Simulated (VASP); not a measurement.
Set up this calculation in VASP 6.6.1, as the native input.

```yaml
Task: single point
Functional: PBE
Potentials_or_basis: VASP PAW PBE potentials, release 64 (Mg, O)
Cutoff: 600 eV
k_mesh: 7 × 7 × 7
Occupations: methfessel-paxton, width 0.0138 eV
Spin: no spin polarisation
Dipole_correction: no
Further_INCAR_settings: ALGO = Normal; EDIFF = 1e-06; NBANDS = 11
```

The structure of MgO lies in POSCAR:

```
MgO
1.0
    0.0000000000      2.1417602800      2.1417602800
    2.1417602800      0.0000000000      2.1417602800
    2.1417602800      2.1417602800      0.0000000000
Mg O
1 1
Direct
    0.0000000000      0.0000000000      0.0000000000
    0.5000000000      0.5000000000      0.5000000000
```

The input as run:

INCAR

```
SYSTEM = MgO
PREC = Accurate ; ENCUT = 600
EDIFF = 1E-6 ; ISMEAR = 1
SIGMA = 0.0138 ; LREAL = .False.
LASPH = .True. ; NELM = 120
ALGO = Normal ; ISIF = 2
LWAVE = .False. ; LCHARG = .True.
GGA = PE ; LELF = .True.
LVHAR = .True. ; NBANDS = 11
GGA_COMPAT = .False.
```

KPOINTS

```
regular mesh
0
Gamma
  7 7 7
  0 0 0
```

Potentials or basis: VASP PAW PBE potentials, release 64 (Mg, O).

Run with:

```bash
$ cat potpaw_PBE.64/Mg/POTCAR potpaw_PBE.64/O/POTCAR > POTCAR
$ mpirun -np 1 vasp_std > vasp.out
```

Results of the run:

```json
{
  "Pressure": "-4.0 GPa",
  "Band gap on the k mesh": "4.25 eV, direct"
}
```

It took 3.4 s on 1 thread of Intel(R) Xeon(R) 6975P-C (Granite Rapids), on a shared host, peak memory 0.13 GiB.
